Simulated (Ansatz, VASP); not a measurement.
**Ta2N in VASP and in Ansatz**

File INCAR:

```
  ALGO = Normal
  EDIFF = 1E-7
  ENCUT = 520
  GGA = PE
  ISIF = 2
  ISMEAR = 0
  LASPH = True
  LCHARG = False
  LREAL = False
  LWAVE = False
  NBANDS = 20
  NELM = 80
  PREC = Accurate
  SIGMA = 0.15
```

KPOINTS

```
k-points
0
Gamma
  18 18 10
```

POSCAR

```
Ta2N
1.0
    2.9460830528      0.0000000000      0.0000000000
   -1.4730415264      2.5513827654      0.0000000000
    0.0000000000      0.0000000000      5.0039373139
Ta N
2 1
Direct
    0.6666666667      0.3333333333      0.7449050322
    0.3333333333      0.6666666667      0.2550949678
    0.0000000000      0.0000000000      0.0000000000
```

Input for Ansatz:

```yaml
crystal:
  lattice:
    - [2.9460830565, 0.0, 0.0]
    - [-1.4730415282, 2.5513827686, 0.0]
    - [0.0, 0.0, 5.0039372898]
  atoms:
    - { symbol: Ta, position: [0.6666666667, 0.3333333333, 0.7449050326] }
    - { symbol: Ta, position: [0.3333333333, 0.6666666667, 0.2550949674] }
    - { symbol: "N", position: [0.0, 0.0, 0.0] }
basis:
  ecutwfc: 420
kpoints:
  mp_grid: { grid: [18, 18, 10] }
hamiltonian:
  xc: pbe
scf:
  occupations: { method: gaussian, width: 0.15 }
output:
  forces: true
  stress: true
  eigenvalues: true
```

Change from the starting cell: strain -0.050 along x and y, +0.025 along z, atoms carried along.

Alike in both runs: task single point; functional PBE; k mesh 18 × 18 × 10; occupations gaussian, width 0.15 eV; no spin polarisation.

|  | VASP | Ansatz |
| --- | --- | --- |
| version | VASP 6.6.1 | Ansatz 0.2.0 |
| potentials or method | VASP PAW PBE potentials, release 64 (Ta_pv, N), cutoff 520 eV | scalar-relativistic, plane waves, PAW |
| valence electrons in the cell | 27 | 31 |

|  | VASP | Ansatz | Ansatz less VASP |
| --- | --- | --- | --- |
| gap on the k mesh at the Fermi level (eV) | none | none | - |
| pressure (GPa) | 27.3 | 26.6 | -0.70 |
| traceless stress, the component that is largest in VASP (GPa) | -11.62 | -11.62 | +0.003 |
| rms of the force components (eV/Å) | 0.558 | 0.529 | -0.0285 |

Atom by atom the forces differ by 0.028 eV/Å (rms over components). A gap of «none» marks a metal or a gap that the smearing closes. With one functional, cell and mesh, what is left measures potentials, basis and numerics. VASP's potentials hold 27 valence electrons a cell and Ansatz's 31, so a difference there can come from the potentials and not from the codes.

Spin-orbit coupling is off throughout.
